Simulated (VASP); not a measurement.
# Au (I4_1/amd) in VASP: further runs

The runs below take Au through single point, with PBE.

All numbers are computed with VASP 6.6.1; they aren't measurements. Logs are shortened: lines on timing, memory, paths and dates and some standing lists are left out, and cuts for length are marked.

### 1 The cell of the first run

Symmetry: I4_1/amd, No. 141, tetragonal system. Conventional cell: a = 4.861 Å, b = 4.861 Å, c = 2.537 Å, α = 90.00°, β = 90.00°, γ = 90.00°. Within 3.3 Å of Au (site symmetry -4m2) lie 10 Au at 2.51 to 3.09 Å.

### 2 Single point, PBE (14.99 Å³/atom)

File INCAR:

```
ALGO = Normal
EDIFF = 1E-7
ENCUT = 520
GGA = PE
ISIF = 2
ISMEAR = -1
LASPH = True
LCHARG = False
LREAL = False
LWAVE = False
NBANDS = 18
NELM = 80
PREC = Accurate
SIGMA = 0.1
```

File KPOINTS:

```
k-points
0
Gamma
  17 17 17
```

File POSCAR:

```
Au
1.0
   -2.4304553395      2.4304553395      1.2686006206
    2.4304553395     -2.4304553395      1.2686006206
    2.4304553395      2.4304553395     -1.2686006206
Au
2
Direct
   -0.3750000000     -0.1250000000     -0.2500000000
    0.3750000000      0.1250000000      0.2500000000
```

Potentials or basis: VASP PAW PBE potentials, release 64 (Au).

Launch:

```console
> cat potpaw_PBE.64/Au/POTCAR > POTCAR
> mpirun -np 1 vasp_std > vasp.out
```

OUTCAR:

```text
EDIFF = 1E-7
   ENCUT = 520
   GGA = PE
   ISIF = 2
   ISMEAR = -1
   LASPH = True
   LREAL = False
   NELM = 80
   PREC = Accurate

 ion  position               nearest neighbor table
   1  0.625  0.875  0.750-   2 2.51   2 2.51   2 2.51   2 2.51   2 3.09   2 3.09   2 3.09   2 3.09

   2  0.375  0.125  0.250-   1 2.51   1 2.51   1 2.51   1 2.51   1 3.09   1 3.09   1 3.09   1 3.09

  LATTYP: Found a body centered tetragonal cell.
 ALAT       =     4.8609106790
 C/A-ratio  =     0.5219600624

  Lattice vectors:

 A1 = (  -2.4304553395,   2.4304553395,   1.2686006206)
 A2 = (   2.4304553395,  -2.4304553395,   1.2686006206)
 A3 = (   2.4304553395,   2.4304553395,  -1.2686006206)

Analysis of symmetry for initial positions (statically):
=====================================================================
 Subroutine PRICEL returns:
 Original cell was already a primitive cell.

 Routine SETGRP: Setting up the symmetry group for a
 body centered tetragonal supercell.

 Subroutine GETGRP returns: Found 16 space group operations
 (whereof  4 operations were pure point group operations)
 out of a pool of 16 trial point group operations.

The static configuration has the point symmetry C_2h.
 The point group associated with its full space group is D_4h.

Analysis of symmetry for dynamics (positions and initial velocities):
=====================================================================
 Subroutine PRICEL returns:
 Original cell was already a primitive cell.

 Routine SETGRP: Setting up the symmetry group for a
 body centered tetragonal supercell.

 Subroutine GETGRP returns: Found 16 space group operations
 (whereof  4 operations were pure point group operations)
 out of a pool of 16 trial point group operations.

The dynamic configuration has the point symmetry C_2h.
 The point group associated with its full space group is D_4h.

 Subroutine INISYM returns: Found 16 space group operations
 (whereof  4 operations are pure point group operations),
 and found     1 'primitive' translations

----------------------------------------------------------------------------------------

                                     Primitive cell

  volume of cell :      29.9751

  direct lattice vectors                    reciprocal lattice vectors
    -2.430455339  2.430455339  1.268600621     0.000000000  0.205722768  0.394135074
     2.430455339 -2.430455339  1.268600621     0.205722768  0.000000000  0.394135074
     2.430455339  2.430455339 -1.268600621     0.205722768  0.205722768  0.000000000

  length of vectors
     3.663819571  3.663819571  3.663819571     0.444594550  0.444594550  0.290935929

  position of ions in fractional coordinates (direct lattice)
     0.625000000  0.875000000  0.750000000
     0.375000000  0.125000000  0.250000000

  ion indices of the primitive-cell ions
   primitive index   ion index
                 1           1
                 2           2

----------------------------------------------------------------------------------------

 KPOINTS: k-points

Automatic generation of k-mesh.
 Grid dimensions read from file:
 generate k-points for:   17   17   17

 Generating k-lattice:

  Cartesian coordinates                     Fractional coordinates (reciprocal lattice)
     0.000000000  0.012101339  0.023184416     0.058823529  0.000000000 -0.000000000
     0.012101339  0.000000000  0.023184416     0.000000000  0.058823529 -0.000000000
     0.012101339  0.012101339  0.000000000     0.000000000  0.000000000  0.058823529

  Length of vectors
     0.026152621  0.026152621  0.017113878

  Shift w.r.t. Gamma in fractional coordinates (k-lattice)
     0.000000000  0.000000000  0.000000000

 Subroutine IBZKPT returns following result:
 ===========================================

 Found    405 irreducible k-points:

 Following reciprocal coordinates:
            Coordinates               Weight
  0.000000  0.000000  0.000000      1.000000
  0.058824 -0.000000  0.000000      8.000000
  0.117647  0.000000  0.000000      8.000000
  0.176471  0.000000  0.000000      8.000000
  0.235294  0.000000  0.000000      8.000000
  0.294118  0.000000  0.000000      8.000000
[... 16 lines left out ...]
 -0.176471  0.058824  0.000000     16.000000
 -0.117647  0.058824  0.000000     16.000000
 [... further k-points ...]
   k-points           NKPTS =    405   k-points in BZ     NKDIM =    405   number of bands    NBANDS=     18
   number of dos      NEDOS =    301   number of ions     NIONS =      2
   total plane-waves  NPLWV =  21952
   dimension x,y,z NGX =    28 NGY =   28 NGZ =   28
   dimension x,y,z NGXF=    56 NGYF=   56 NGZF=   56
   ions per type =               2
   NGX,Y,Z   is equivalent  to a cutoff of  12.71, 12.71, 12.71 a.u.
   NGXF,Y,Z  is equivalent  to a cutoff of  25.41, 25.41, 25.41 a.u.
 SYSTEM =  unknown system
   PREC   = accura    normal or accurate (medium, high low for compatibility)
   ISTART =      0    job   : 0-new  1-cont  2-samecut
   ICHARG =      2    charge: 1-file 2-atom 10-const
   ISPIN  =      1    spin polarized calculation?
   LNONCOLLINEAR =      F non collinear calculations
   LSORBIT =      F    spin-orbit coupling
   LASPH  =      T    aspherical Exc in radial PAW
   ENCUT  =  520.0 eV  38.22 Ry    6.18 a.u.   6.81  6.81  6.81*2*pi/ulx,y,z
   NELM   =     80;   NELMIN=  2; NELMDL= -5     # of ELM steps
   EDIFF  = 0.1E-06   stopping-criterion for ELM
   LREAL  =      F    real-space projection
   EDIFFG = 0.1E-05   stopping-criterion for IOM
   NSW    =      0    number of steps for IOM
   IBRION =     -1    ionic relax: 0-MD 1-quasi-New 2-CG
   NFREE  =      0    steps in history (QN), initial steepest desc. (CG)
   ISIF   =      2    stress and relaxation
   ISYM   =      2    0-nonsym 1-usesym 2-fastsym
   POTIM  = 0.5000    time-step for ionic-motion
   TEBEG  =    0.0;   TEEND  =   0.0 temperature during run
   PSTRESS=    0.0 pullay stress
   NELECT =      22.0000    total number of electrons
   NUPDOWN=      -1.0000    fix difference up-down
   EMIN   =  10.00;   EMAX   =-10.00  energy-range for DOS
   EFERMI =   0.00;   METHOD = LEGACY
   ISMEAR =    -1;   SIGMA  =   0.10  broadening in eV -4-tet -1-fermi 0-gaus
   EFERMI_NEDOS =   21; number of points for ismear=-14 and -15
   IALGO  =     38    algorithm
   IMIX   =      4    mixing-type and parameters
     AMIX     =   0.40;   BMIX     =  1.00
     AMIX_MAG =   1.60;   BMIX_MAG =  1.00
  volume/ion in A,a.u.               =      14.99       101.14
  Fermi-wavevector in a.u.,A,eV,Ry     =   1.476712  2.790580 29.669910  2.180677
  Thomas-Fermi vector in A             =   2.591205
   LORBIT       =      0    0 simple, 1 ext, 2 COOP (PROOUT), +10 PAW based schemes
   GGA     = PE    functional components
   LHFCALC =     F    Hartree Fock is set to
   AEXX    =    0.0000 exact exchange contribution
   IVDW    =     0    specifies the selected vdW correction
   LEPSILON=     F    determine dielectric tensor
   LRPA    =     F    only Hartree local field effects (RPA)
 non-spin polarized calculation
  energy-cutoff  :      520.00
  volume of cell :       29.98
 maximum number of plane-waves:       818
   NGX = 13   NGY = 13   NGZ = 13

 number of electron      21.9999997 magnetization

 Free energy of the ion-electron system (eV)
  ---------------------------------------------------
  ext. energy  EPLUGINS =         0.00000000
  ---------------------------------------------------
  free energy    TOTEN  =        -4.64662696 eV

  energy without entropy =       -4.63307170  energy(sigma->0) =       -4.63984933

 E-fermi :  11.6741     XC(G=0): -13.4183

 val. band max:       11.6500250943   @ k =  -0.3529   0.3529   0.2941
 cond. band min:      11.6954674279   @ k =   0.3529   0.2941   0.1176
 fundamental gap:      0.0454423336
 Fermi energy:        11.6741400042

 k-point     1 :       0.0000    0.0000    0.0000
  band No.  band energies     occupation
      1       0.5288      2.00000
      2       3.2710      2.00000
      3       3.8021      2.00000
      4       4.0175      2.00000
      5       4.6199      2.00000
      6       8.4797      2.00000
[... 10 lines left out ...]
     17      27.0264      0.00000
     18      33.3132      0.00000

 k-point     2 :       0.0588   -0.0000    0.0000
  band No.  band energies     occupation
      1       0.6715      2.00000
      2       3.3351      2.00000
      3       3.8085      2.00000
      4       4.2018      2.00000
      5       4.7153      2.00000
      6       8.0417      2.00000
[... 10 lines left out ...]
     17      27.2838      0.00000
     18      31.7978      0.00000

 k-point     3 :       0.1176    0.0000    0.0000
  band No.  band energies     occupation
      1       1.0845      2.00000
      2       3.5204      2.00000
      3       3.8958      2.00000
      4       4.6591      2.00000
      5       4.9934      2.00000
      6       7.3821      2.00000
[... 10 lines left out ...]
     17      28.0265      0.00000
     18      29.6274      0.00000

 k-point     4 :       0.1765    0.0000    0.0000
  band No.  band energies     occupation
      1       1.7175      2.00000
      2       3.8024      2.00000
      3       4.0560      2.00000
      4       5.2216      2.00000
      5       5.4775      2.00000
      6       6.6703      2.00000
[... 375 lines left out ...]
      4       5.1034      2.00000
      5       5.4224      2.00000
      6       6.7783      2.00000
[... 10 lines left out ...]
     17      26.8581      0.00000
     18      29.0026      0.00000

 k-point    23 :      -0.1765    0.0588    0.0000
  band No.  band energies     occupation
      1       1.2509      2.00000
      2       3.6307      2.00000
      3       3.9796      2.00000
      4       4.6083      2.00000
      5       4.9508      2.00000
      6       7.4404      2.00000
[... 10 lines left out ...]
     17      27.9637      0.00000
     18      29.0763      0.00000

 k-point    24 :      -0.1176    0.0588    0.0000
  band No.  band energies     occupation
      1       0.7861      2.00000
      2       3.4145      2.00000
      3       3.8628      2.00000
      4       4.1823      2.00000
      5       4.6936      2.00000
      6       8.0712      2.00000
[... 10 lines left out ...]
     17      27.2279      0.00000
     18      31.1394      0.00000

 [... further k-points ...]

------------------------ aborting loop because EDIFF is reached ----------------------------------------

  FORCE on cell =-STRESS in cart. coord.  units (eV):
  Direction    XX          YY          ZZ          XY          YZ          ZX
  --------------------------------------------------------------------------------------
  -------------------------------------------------------------------------------------
  Total       12.9038403     12.9038403     12.9003042      0.0000000      0.0000000      0.0000000
  in kB      689.7145075    689.7145075    689.5254993      0.0000000      0.0000000      0.0000000
  external PRESSURE =     689.6515048 kB  Pullay stress =       0.0000000 kB

 VOLUME and BASIS-vectors are now :
 -----------------------------------------------------------------------------
  energy-cutoff  :      520.00
  volume of cell :       29.98
      direct lattice vectors                 reciprocal lattice vectors
    -2.430455339  2.430455339  1.268600621     0.000000000  0.205722768  0.394135074
     2.430455339 -2.430455339  1.268600621     0.205722768  0.000000000  0.394135074
     2.430455339  2.430455339 -1.268600621     0.205722768  0.205722768  0.000000000

 POSITION                                       TOTAL-FORCE (eV/Angst)
 -----------------------------------------------------------------------------------
      2.43046      1.21523      0.95145         0.000000     -0.000000     -0.000000
      0.00000      1.21523      0.31715        -0.000000      0.000000      0.000000
 -----------------------------------------------------------------------------------
    total drift:                                0.000000      0.000000     -0.000000

  FREE ENERGIE OF THE ION-ELECTRON SYSTEM (eV)
  ---------------------------------------------------
  free  energy   TOTEN  =        -4.6466269564 eV

  energy  without entropy=       -4.6330716965  energy(sigma->0) =       -4.63984933
```

Run time: 5.1 min. Hardware: 1 thread of Intel Xeon 8259CL, shared host; peak memory 0.3 GiB.

Results:

```yaml
Free_energy: -4.6466 eV
Pressure: 69.0 GPa
Band_gap_on_the_k_mesh: zero (bands 11 and 12 overlap by 5.62 eV)
```

Levels at points of the mesh, in eV from the Fermi level:
| k point | band 8 | band 9 | band 10 | band 11 | band 12 | band 13 | band 14 | band 15 |
| --- | --- | --- | --- | --- | --- | --- | --- | --- |
| (0.00, 0.00, 0.00) | -3.15 | -3.15 | -1.72 | -0.45 | 3.80 | 3.80 | 10.09 | 14.09 |

Caveat: the cell stands under pressure; spin-orbit coupling is left out, which moves the levels of the heavy elements.

### 3 Single point, PBE (16.57 Å³/atom)

This run uses another cell than the first one, of 16.57 Å³/atom.

File INCAR:

```
SYSTEM = Au
PREC     = Accurate       ! precision mode
ENCUT    = 520            ! plane-wave cutoff, eV
EDIFF    = 1E-6           ! SCF threshold, eV
ISMEAR   = -1             ! smearing method
SIGMA    = 0.1            ! smearing width, eV
LREAL    = .False.        ! projectors in reciprocal space
LASPH    = .True.         ! aspherical terms in the spheres
NELM     = 60             ! most SCF steps
ALGO     = Normal         ! electronic algorithm
ISIF     = 2              ! what is computed and relaxed
LWAVE    = .False.        ! write WAVECAR
LCHARG   = .False.        ! write CHGCAR
GGA      = PE             ! functional
NBANDS   = 18             ! bands
```

File KPOINTS:

```
Automatic mesh
0
Gamma
  17 17 17
  0 0 0
```

File POSCAR:

```
Au
1.0
   -2.5164919707      2.5164919707      1.3079008003
    2.5164919707     -2.5164919707      1.3079008003
    2.5164919707      2.5164919707     -1.3079008003
Au
2
Direct
   -0.3750000000     -0.1250000000     -0.2500000000
    0.3750000000      0.1250000000      0.2500000000
```

Potentials or basis: VASP PAW PBE potentials, release 64 (Au).

Launch:

```console
> cat potpaw_PBE.64/Au/POTCAR > POTCAR
> mpirun -np 1 vasp_std > vasp.out
```

It took 4.5 min on 1 thread of Intel Xeon 8259CL, shared host; peak memory 0.32 GiB.

The run converged. Its results:

```
Free energy            : -5.6190 eV
Pressure               : 32.8 GPa
Band gap on the k mesh : zero (bands 11 and 12 overlap by 5.30 eV)
```

Levels at points of the mesh, in eV from the Fermi level:
| k point | band 9 | band 10 | band 11 | band 12 | band 13 | band 14 |
| --- | --- | --- | --- | --- | --- | --- |
| (0.00, 0.00, 0.00) | -2.86 | -1.72 | -0.64 | 3.82 | 3.82 | 8.71 |

Caveat: the cell stands under pressure; spin-orbit coupling is left out, which moves the levels of the heavy elements.

### 4 Single point, PBE (16.57 Å³/atom)

This run uses another cell than the first one, of 16.57 Å³/atom.

File INCAR:

```
ALGO     = Normal         # electronic algorithm
EDIFF    = 1E-7           # SCF threshold, eV
ENCUT    = 520            # plane-wave cutoff, eV
GGA      = PE             # functional
ISIF     = 2              # what is computed and relaxed
ISMEAR   = -1             # smearing method
LASPH    = True           # aspherical terms in the spheres
LCHARG   = False          # write CHGCAR
LREAL    = False          # projectors in reciprocal space
LWAVE    = False          # write WAVECAR
NBANDS   = 18             # bands
NELM     = 100            # most SCF steps
PREC     = Accurate       # precision mode
SIGMA    = 0.1            # smearing width, eV
```

File KPOINTS:

```
k-points
0
Gamma
  17 17 17
```

POSCAR is that of step 3.

Potentials or basis: VASP PAW PBE potentials, release 64 (Au).

Launch:

```console
> cat potpaw_PBE.64/Au/POTCAR > POTCAR
> mpirun -np 1 vasp_std > vasp.out
```

OUTCAR:

```text
EDIFF = 1E-7
   ENCUT = 520
   GGA = PE
   ISIF = 2
   ISMEAR = -1
   LASPH = True
   LREAL = False
   NELM = 100
   PREC = Accurate

 ion  position               nearest neighbor table
   1  0.625  0.875  0.750-   2 2.60   2 2.60   2 2.60   2 2.60   2 3.19   2 3.19   2 3.19   2 3.19

   2  0.375  0.125  0.250-   1 2.60   1 2.60   1 2.60   1 2.60   1 3.19   1 3.19   1 3.19   1 3.19

  LATTYP: Found a body centered tetragonal cell.
 ALAT       =     5.0329839414
 C/A-ratio  =     0.5197317597
[... 694 lines left out ...]

------------------------ aborting loop because EDIFF is reached ----------------------------------------

  FORCE on cell =-STRESS in cart. coord.  units (eV):
  Direction    XX          YY          ZZ          XY          YZ          ZX
  --------------------------------------------------------------------------------------
  -------------------------------------------------------------------------------------
  Total        6.7913056      6.7913056      6.7839405      0.0000000      0.0000000      0.0000000
  in kB      328.4263265    328.4263265    328.0701486      0.0000000      0.0000000      0.0000000
  external PRESSURE =     328.3076005 kB  Pullay stress =       0.0000000 kB

 VOLUME and BASIS-vectors are now :
 -----------------------------------------------------------------------------
  energy-cutoff  :      520.00
  volume of cell :       33.13
      direct lattice vectors                 reciprocal lattice vectors
    -2.516491971  2.516491971  1.307900800     0.000000000  0.198689289  0.382291990
     2.516491971 -2.516491971  1.307900800     0.198689289  0.000000000  0.382291990
     2.516491971  2.516491971 -1.307900800     0.198689289  0.198689289  0.000000000

 POSITION                                       TOTAL-FORCE (eV/Angst)
 -----------------------------------------------------------------------------------
      2.51649      1.25825      0.98093        -0.000000      0.000000      0.000000
      0.00000      1.25825      0.32698         0.000000     -0.000000     -0.000000
 -----------------------------------------------------------------------------------
    total drift:                                0.000000      0.000000     -0.000000

  FREE ENERGIE OF THE ION-ELECTRON SYSTEM (eV)
  ---------------------------------------------------
  free  energy   TOTEN  =        -5.6189720417 eV

  energy  without entropy=       -5.6037211595  energy(sigma->0) =       -5.61134660
```

stdout:

```text
POSCAR found type information on POSCAR Au
 POSCAR found :  1 types and       2 ions
 scaLAPACK will be used
 LDA part: xc-table for (Slater+PW92), standard interpolation
 POSCAR, INCAR and KPOINTS ok, starting setup
 FFT: planning ... GRIDC
 FFT: planning ... GRID_SOFT
 FFT: planning ... GRID
 WAVECAR not read
 entering main loop
```

Run time: 5.9 min. Hardware: 1 thread of Intel Xeon 8259CL, shared host; peak memory 0.32 GiB.

What came out:

```
Free energy            : -5.6190 eV
Pressure               : 32.8 GPa
Band gap on the k mesh : zero (bands 11 and 12 overlap by 5.30 eV)
```

Caveat: the cell stands under pressure; spin-orbit coupling is left out, which moves the levels of the heavy elements.

### 5 Single point, PBE (18.14 Å³/atom)

This run uses another cell than the first one, of 18.14 Å³/atom.

File INCAR:

```
PREC = Accurate
ENCUT = 520
EDIFF = 1E-6
ISMEAR = -1
SIGMA = 0.1
LREAL = False
LASPH = True
NELM = 60
ALGO = Normal
ISIF = 2
LWAVE = False
LCHARG = False
GGA = PE
NBANDS = 18
```

File KPOINTS:

```
Automatic mesh
0
Gamma
  17 17 17
```

File POSCAR:

```
Au
1.0
   -2.5984736751      2.5984736751      1.3435004063
    2.5984736751     -2.5984736751      1.3435004063
    2.5984736751      2.5984736751     -1.3435004063
Au
2
Direct
   -0.3750000000     -0.1250000000     -0.2500000000
    0.3750000000      0.1250000000      0.2500000000
```

Launch:

```console
> cat potpaw_PBE.64/Au/POTCAR > POTCAR
> mpirun -np 1 vasp_std > vasp.out
```

Wall time 7.1 min (1 thread of Intel Xeon 8259CL, shared host); peak memory 0.35 GiB.

The run converged. Its results:

| Quantity | Value |
| --- | --- |
| Free energy | -6.0438 eV |
| Pressure | 11.9 GPa |
| Band gap on the k mesh | zero (bands 11 and 12 overlap by 5.01 eV) |

Levels at points of the mesh, in eV from the Fermi level:
| k point | band 9 | band 10 | band 11 | band 12 | band 13 | band 14 |
| --- | --- | --- | --- | --- | --- | --- |
| (0.00, 0.00, 0.00) | -2.64 | -1.73 | -0.79 | 3.82 | 3.82 | 7.58 |

Caveat: the cell stands under pressure; spin-orbit coupling is left out, which moves the levels of the heavy elements.

### 6 Overview

| cell | gap on the mesh (eV) | pressure (GPa) |
| --- | --- | --- |
| a = 3.664 Å, angles 96.9, 96.9, 139.5°, 2 atoms | none | 69.0 |
| a = 3.792 Å, angles 96.8, 96.8, 139.6°, 2 atoms | none | 32.8 |
| a = 3.913 Å, angles 96.8, 96.8, 139.8°, 2 atoms | none | 11.9 |

Alike in all rows: task single point; level PBE; potentials or basis VASP PAW PBE potentials, release 64 (Au); no spin polarisation; k mesh 17 × 17 × 17; cutoff (eV) 520; smearing fermi-dirac 0.1 eV.

Caveats: the cell stands under pressure; spin-orbit coupling is left out, which moves the levels of the heavy elements.

Absolute energies hang on the potentials; compare differences alone.
